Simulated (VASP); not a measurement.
Here is a VASP 6.6.1 calculation.

Contents of INCAR:

```
SYSTEM = Nb
PREC     = Accurate       ! precision mode
ENCUT    = 600            ! plane-wave cutoff, eV
EDIFF    = 1E-7           ! SCF threshold, eV
ISMEAR   = 0              ! smearing method
SIGMA    = 0.1            ! smearing width, eV
LREAL    = .FALSE.        ! projectors in reciprocal space
LASPH    = .TRUE.         ! aspherical terms in the spheres
NELM     = 60             ! most SCF steps
ALGO     = Normal         ! electronic algorithm
ISIF     = 3              ! what is computed and relaxed
LWAVE    = .FALSE.        ! write WAVECAR
LCHARG   = .FALSE.        ! write CHGCAR
GGA      = PE             ! functional
IBRION   = 2              ! ionic algorithm
NSW      = 100            ! ionic steps
EDIFFG   = -0.005         ! ionic threshold
```

File KPOINTS:

```
regular mesh
0
G
  18 18 18
  0 0 0
```

Contents of POSCAR:

```
Nb
1.0
   -1.6588161896      1.6588161896      1.6588161896
    1.6588161896     -1.6588161896      1.6588161896
    1.6588161896      1.6588161896     -1.6588161896
Nb
1
Direct
    0.0000000000      0.0000000000      0.0000000000
```

Potentials or basis: VASP PAW PBE potentials, release 64 (Nb_sv).

Launch:

```console
$ cat potpaw_PBE.64/Nb_sv/POTCAR > POTCAR
$ mpirun -np 1 vasp_std > vasp.out
```

(1) Estimate the space group after relaxing (to 0.05 Å).

(2) Estimate the relaxed volume.

## Answers

(1) Im-3m (No. 229).

(2) 18.12 Å³/atom.
